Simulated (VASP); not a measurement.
Write the native input for VASP 6.6.1 that does the following.

```
Task                   : single point
Functional             : PBE
Dispersion             : D4
Potentials or basis    : VASP PAW PBE potentials, release 64 (H_h, Pb_d, N_h, O_h)
Cutoff                 : 1340 eV
k mesh                 : 5 × 5 × 4
Occupations            : fermi-dirac, width 0.05 eV
Spin                   : no spin polarisation
Dipole correction      : no
Further INCAR settings : ALGO = Normal; EDIFF = 1e-06; NBANDS = 31
```

The structure of HPbNO4 lies in POSCAR:

```
HPbNO4
1.0
    3.7437816252      0.1587204236      0.0596112925
    0.3450098396      4.2079063834      0.0434415806
    0.9149856618      0.9186240858      5.7261787162
H Pb N O
1 1 1 4
Direct
    0.5728308969      0.8947316839      0.2154122945
    0.6386840588      0.4509539525      0.9181185537
    0.7578351501      0.2125648528      0.4961598624
    0.1714115395      0.5203730038      0.7616847973
    0.6331956306      0.9567113333      0.4988150757
    0.5093250064      0.9339745025      0.0550146401
    0.8357677178      0.3997406711      0.3047947763
```

These files were run (other wordings do the same):

INCAR

```
SYSTEM = HPbNO4
ALGO = Normal
EDIFF = 1E-6
ENCUT = 1340
GGA = PE
GGA_COMPAT = .False.
ISIF = 2
ISMEAR = -1
IVDW = 13
LASPH = .True.
LCHARG = .False.
LREAL = .False.
LWAVE = .False.
NBANDS = 31
NELM = 120
PREC = Accurate
SIGMA = 0.05
```

KPOINTS

```
k-points
0
Gamma
  5 5 4
  0 0 0
```

Potentials or basis: VASP PAW PBE potentials, release 64 (H_h, Pb_d, N_h, O_h).

Launch:

```console
$ cat potpaw_PBE.64/H_h/POTCAR potpaw_PBE.64/Pb_d/POTCAR potpaw_PBE.64/N_h/POTCAR potpaw_PBE.64/O_h/POTCAR > POTCAR
$ mpirun -np 1 vasp_std > vasp.out
```

It gave:

```yaml
Pressure: -0.1 GPa
Largest_force: 0.038 eV/Å
Band_gap_on_the_k_mesh: 0.33 eV
Dispersion_energy_per_atom: -0.133 eV
```

Caveat: spin-orbit coupling is left out, which moves the levels of the heavy elements.

Run time: 11 min on 1 thread of Intel(R) Xeon(R) Platinum 8259CL CPU @ 2.50GHz (Skylake/Cascade Lake), with other jobs on the host, peak memory 0.79 GiB.
